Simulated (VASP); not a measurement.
A run of VASP 6.6.1 is set up as follows.

Contents of INCAR:

```
PREC     = Accurate       # precision mode
ENCUT    = 520            # plane-wave cutoff, eV
EDIFF    = 1E-7           # SCF threshold, eV
ISMEAR   = -1             # smearing method
SIGMA    = 0.03           # smearing width, eV
LREAL    = F              # projectors in reciprocal space
LASPH    = T              # aspherical terms in the spheres
NELM     = 80             # most SCF steps
ALGO     = Normal         # electronic algorithm
ISIF     = 2              # what is computed and relaxed
LWAVE    = F              # write WAVECAR
LCHARG   = F              # write CHGCAR
NBANDS   = 12             # bands
```

Contents of KPOINTS:

```
regular mesh
0
Gamma
  14 14 14
```

File POSCAR:

```
Ti
1.0
    0.0000000000      2.0268066138      2.0268066138
    2.0268066138      0.0000000000      2.0268066138
    2.0268066138      2.0268066138      0.0000000000
Ti
1
Direct
    0.0000000000      0.0000000000      0.0000000000
```

Potentials or basis: VASP PAW LDA potentials, release 64 (Ti_sv).

The run is started by

```bash
$ cat potpaw_LDA.64/Ti_sv/POTCAR > POTCAR
$ mpirun -np 1 vasp_std > vasp.out
```

Task: Predict the pressure.

Result: -4.6 GPa.

Task: Estimate the band gap on the k mesh.

Result: Zero (band 6 reaches 9.30 eV, above the bottom of band 7 at 7.99 eV).
